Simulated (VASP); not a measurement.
Ca, 4 atoms in the cell. The structure is hexagonal, space group P6_3/mmc (No. 194). Conventional cell: a = 3.902 Å, b = 3.902 Å, c = 12.809 Å, α = 90.00°, β = 90.00°, γ = 120.00°. Ca (site symmetry -3m) has 12 Ca at 3.90 to 3.92 Å within 5.1 Å. Within 5.1 Å of Ca (site symmetry -6m2) lie 12 Ca at 3.90 to 3.92 Å. This isn't the form of Ca at room conditions, which is fcc.

- Program: VASP 6.6.1
- Task: single point
- Functional: PBE
- Potentials or basis: VASP PAW PBE potentials, release 64 (Ca_sv)
- Cutoff: 520 eV
- k mesh: 18 × 18 × 4
- Occupations: gaussian, width 0.1 eV
- Spin: no spin polarisation
- Dipole correction: no
- Further INCAR settings: ALGO = Fast; EDIFF = 1e-06; NBANDS = 28

Potentials or basis: VASP PAW PBE potentials, release 64 (Ca_sv).

The run is started by

```bash
$ cat potpaw_PBE.64/Ca_sv/POTCAR > POTCAR
$ mpirun -np 1 vasp_std > vasp.out
```

Hardware: 1 thread of Intel(R) Xeon(R) Platinum 8488C (Sapphire Rapids), on a shared host.

Task: How long does it take, and how much memory?

Result: It took 11 min on 1 thread of Intel(R) Xeon(R) Platinum 8488C (Sapphire Rapids), with other jobs on the host, peak memory 0.54 GiB. Counts: scf iterations 18, k points 111.
